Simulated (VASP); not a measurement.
**Mg2O: relaxation of cell and atoms with PBE**

Crystal: Mg2O.

```xyz
3
Lattice="3.1323 0.0000 0.0000 0.0000 3.1323 0.0000 0.0000 0.0000 4.5091" Properties=species:S:1:pos:R:3 pbc="T T T"
Mg    1.5662    1.5662    3.3368
Mg    1.5662    1.5662    1.1723
O     0.0000    0.0000    0.0000
```

The cell was built from a structure type or drawn by symmetry, and may not be a known phase.

```json
{
 "Program": "VASP 6.6.1",
 "Task": "relaxation of cell and atoms",
 "Functional": "PBE",
 "Potentials or basis": "VASP PAW PBE potentials, release 64 (Mg, O)",
 "Cutoff": "600 eV",
 "k mesh": "6 × 6 × 4",
 "Occupations": "gaussian, width 0.2 eV",
 "Spin": "no spin polarisation",
 "Dipole correction": "no",
 "Further INCAR settings": "ALGO = Normal; EDIFF = 1e-07; IBRION = 2; EDIFFG = -0.08; NSW = 36; ISIF = 3"
}
```

The relaxed volume is 14.06 Å³/atom. The relaxed cell is a = 2.800 Å, b = 2.800 Å, c = 5.380 Å, α = 90.00°, β = 90.00°, γ = 90.00° and the space group after relaxing (to 0.1 Å) is P4/mmm (No. 123). The energy gained by relaxing is 745.5 meV/atom. The ionic steps are 9. The pressure after relaxing is 0.0 GPa, the largest force after relaxing is 0.026 eV/Å and the band gap on the k mesh is zero (bands 5 and 6 overlap by 3.72 eV).

Forces in eV/Å, atoms in the order of the input:
```
Mg   0.000  0.000  0.026
Mg   0.000  0.000 -0.026
O    0.000  0.000  0.000
```

Stress tensor (GPa, compression positive):
```
-0.03  0.00  0.00
 0.00 -0.03  0.00
 0.00  0.00  0.08
```

The path:
| step | energy change (eV) | largest force (eV/Å) | pressure (GPa) | volume (Å³) |
| --- | --- | --- | --- | --- |
| 1 | 0.0000 | 2.6550 | 6.60 | 44.24 |
| 2 | -2.1130 | 0.5382 | -4.31 | 46.50 |
| 3 | -2.1385 | 0.6025 | -4.51 | 46.35 |
| 4 | -2.1402 | 0.6023 | -4.50 | 46.37 |
| 5 | -2.2148 | 0.2086 | -1.71 | 43.67 |
| 6 | -2.2164 | 0.1445 | -1.17 | 43.26 |
| 7 | -2.2349 | 0.1583 | 0.28 | 42.17 |
| 8 | -2.2351 | 0.1554 | 0.50 | 42.02 |
| 9 | -2.2365 | 0.0260 | 0.01 | 42.18 |

Final structure:
```xyz
3
Lattice="2.8001 0.0000 0.0000 0.0000 2.8001 0.0000 0.0000 0.0000 5.3803" Properties=species:S:1:pos:R:3 pbc="T T T"
Mg    1.4000    1.4000    4.0678
Mg    1.4000    1.4000    1.3126
O     0.0000    0.0000    0.0000
```

Levels at points of the mesh, in eV from the Fermi level:
```
           k point  band 2  band 3  band 4  band 5  band 6  band 7  band 8  band 9
(0.00, 0.00, 0.00)   -6.87   -5.70   -3.67   -3.67    1.62    2.28    7.68    8.60
(0.50, 0.00, 0.00)   -7.83   -5.46   -3.26   -1.08   -0.77    2.52    5.20    7.11
(0.50, 0.50, 0.00)   -6.46   -6.46   -4.62    1.89    2.96    2.96    4.25    4.87
(0.00, 0.00, 0.50)   -7.84   -3.67   -3.67   -3.14   -1.59    4.10    7.85    9.55
(0.50, 0.00, 0.50)   -7.75   -5.71   -3.26   -1.61    0.34    2.60    4.56    7.09
(0.50, 0.50, 0.50)   -6.44   -6.44   -4.70    2.11    2.11    2.51    3.73    5.47
```

Run time: 38 s on 1 thread of Intel(R) Xeon(R) 6975P-C (Granite Rapids), on a shared host, peak memory 0.18 GiB.

Caveat: a cell axis changed by over 15 % at a fixed basis, so the end point is rough.
